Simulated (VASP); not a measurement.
A run of VASP 6.6.1 is set up as follows.

The input INCAR:

```
SYSTEM = InAs
PREC = Accurate ; ENCUT = 520
EDIFF = 1E-6 ; ISMEAR = 0
SIGMA = 0.1 ; LREAL = .False.
LASPH = .True. ; NELM = 60
ALGO = Normal ; ISIF = 2
LWAVE = .False. ; LCHARG = .False.
GGA = PS ; NBANDS = 16
```

KPOINTS

```
regular mesh
0
Gamma
  20 20 20
  0 0 0
```

The input POSCAR:

```
InAs
1.0
    0.0000000000      2.8713197080      2.8713197080
    2.8713197080      0.0000000000      2.8713197080
    2.8713197080      2.8713197080      0.0000000000
In As
1 1
Direct
    0.0000000000      0.0000000000      0.0000000000
    0.5000000000      0.5000000000      0.5000000000
```

Potentials or basis: VASP PAW PBE potentials, release 64 (In_d, As).

Run with:

```sh
$ cat potpaw_PBE.64/In_d/POTCAR potpaw_PBE.64/As/POTCAR > POTCAR
$ mpirun -np 1 vasp_std > vasp.out
```

Q: Estimate the pressure.

A: -2.9 GPa.

Q: Estimate the band gap on the k mesh.

A: Zero (band 9 reaches 6.23 eV, above the bottom of band 10 at 3.59 eV).

Caveat: the PAW data sets were made with another functional, which shifts forces and pressure a little; spin-orbit coupling is left out, which moves the levels of the heavy elements.
